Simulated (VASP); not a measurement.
Mg, 1 atom in the cell. The structure is hexagonal, space group P6/mmm (No. 191). The conventional cell has a = 2.928 Å, b = 2.928 Å, c = 2.923 Å, α = 90.00°, β = 90.00°, γ = 120.00°. Mg (site symmetry 6/mmm) has 8 Mg at 2.92 to 2.93 Å within 3.8 Å. This isn't the form of Mg at room conditions, which is hcp. This cell differs from its parent crystal: strain -0.040 along x and y, -0.040 along z.

* Program: VASP 6.6.1
* Task: single point
* Functional: PBE
* Potentials or basis: VASP PAW PBE potentials, release 64 (Mg)
* Cutoff: 520 eV
* k mesh: 18 × 18 × 16
* Occupations: gaussian, width 0.15 eV
* Spin: no spin polarisation
* Dipole correction: no
* Further INCAR settings: ALGO = Fast; EDIFF = 1e-06; NBANDS = 7

Potentials or basis: VASP PAW PBE potentials, release 64 (Mg).

Launch:

```console
$ cat potpaw_PBE.64/Mg/POTCAR > POTCAR
$ mpirun -np 1 vasp_std > vasp.out
```

Hardware: 1 thread of Intel(R) Xeon(R) 6975P-C (Granite Rapids), with other jobs on the host.

Question: How long does it take, and how much memory?

Answer: Run time: 9.3 s on 1 thread of Intel(R) Xeon(R) 6975P-C (Granite Rapids), with other jobs on the host, peak memory 0.17 GiB. Counts: scf iterations 9, k points 333.
